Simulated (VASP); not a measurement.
H4C: single point with PBEsol

The system is H4C.

```
CELL_PARAMETERS angstrom
-2.51611 2.47892 2.47892
2.51611 -2.47892 2.47892
2.51611 2.47892 -2.47892
ATOMIC_POSITIONS crystal
H 0.00000 0.00000 0.74631
H 0.74631 0.00000 0.00000
H 0.00000 0.74631 0.00000
H 0.25369 0.25369 0.25369
C 0.00000 0.00000 0.00000
```

This cell differs from its parent crystal: strain +0.0150 x Voigt [1, 0, 0, 0, 0, 0].

```json
{
 "Program": "VASP 6.6.1",
 "Task": "single point",
 "Functional": "PBEsol",
 "Potentials or basis": "VASP PAW PBE potentials, release 64 (H, C)",
 "Cutoff": "520 eV",
 "k mesh": "6 × 6 × 6",
 "Occupations": "gaussian, width 0.05 eV",
 "Spin": "no spin polarisation"
}
```

```json
{
  "Pressure": "0.4 GPa",
  "Largest force": "0.167 eV/Å",
  "Band gap on the k mesh": "7.60 eV, direct"
}
```

Forces in eV/Å, atoms in the order of the input:
```
H   -0.039 -0.115  0.115
H    0.039 -0.115 -0.115
H   -0.039  0.115 -0.115
H    0.039  0.115  0.115
C    0.000  0.000  0.000
```

Stress tensor (GPa, compression positive):
```
0.04 0.00 0.00
0.00 0.54 0.00
0.00 0.00 0.54
```

Levels at points of the mesh, in eV from the valence-band top:
```
           k point  band 2  band 3  band 4  band 5  band 6  band 7
(0.00, 0.00, 0.00)   -0.10    0.00    0.00    7.60   12.29   12.29
(0.50, 0.00, 0.00)   -0.76   -0.36   -0.02    9.58   11.08   11.08
(0.00, 0.50, 0.00)   -0.82   -0.25   -0.06    9.57   11.02   11.20
(0.50, 0.50, 0.50)   -0.66   -0.54   -0.54   10.74   10.82   13.52
```

Run time: 7.6 s on 1 thread of Intel(R) Xeon(R) 6975P-C (Granite Rapids), on a shared host, peak memory 0.17 GiB.

Caveat: the cell differs from its parent crystal (strain +0.0150 x Voigt [1, 0, 0, 0, 0, 0]); the PAW data sets were made with another functional, which shifts forces and pressure a little. A k mesh can miss the band edges.
